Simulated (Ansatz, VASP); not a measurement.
**One calculation of SrTe, two programs**

```xyz
2
Lattice="0.0000 3.3309 3.3309 3.3309 0.0000 3.3309 3.3309 3.3309 0.0000" Properties=species:S:1:pos:R:3 pbc="T T T"
Sr    0.0000    0.0000    0.0000
Te    3.3309    3.3309    3.3309
```

Change from the starting cell: volume scaled by 0.975, PAW files.

Alike in both runs: task electric field gradients; functional PBE; k mesh 11 × 11 × 11; occupations fermi-dirac, width 0.03 eV; no spin polarisation.

|  | VASP | Ansatz |
| --- | --- | --- |
| version | VASP 6.6.1 | Ansatz 0.2.0 |
| potentials or method | VASP PAW PBE potentials, release 64 (Sr_sv, Te) | PAW with Ansatz's default frozen-core files, scalar-relativistic |
| plane-wave cutoff (eV) | 400 | 420 |
| valence electrons in the cell | 16 | 26 |

Ansatz gave:

* gap on the k mesh at the Fermi level (eV): 1.74
* pressure (GPa): 0.9

Question: What did VASP give for the same quantities?

Answer: gap on the k mesh at the Fermi level (eV): 1.72; pressure (GPa): 0.9.

VASP's potentials hold 16 valence electrons a cell and Ansatz's 26, so a difference there can come from the potentials and not from the codes.

Neither program's run includes spin-orbit coupling.
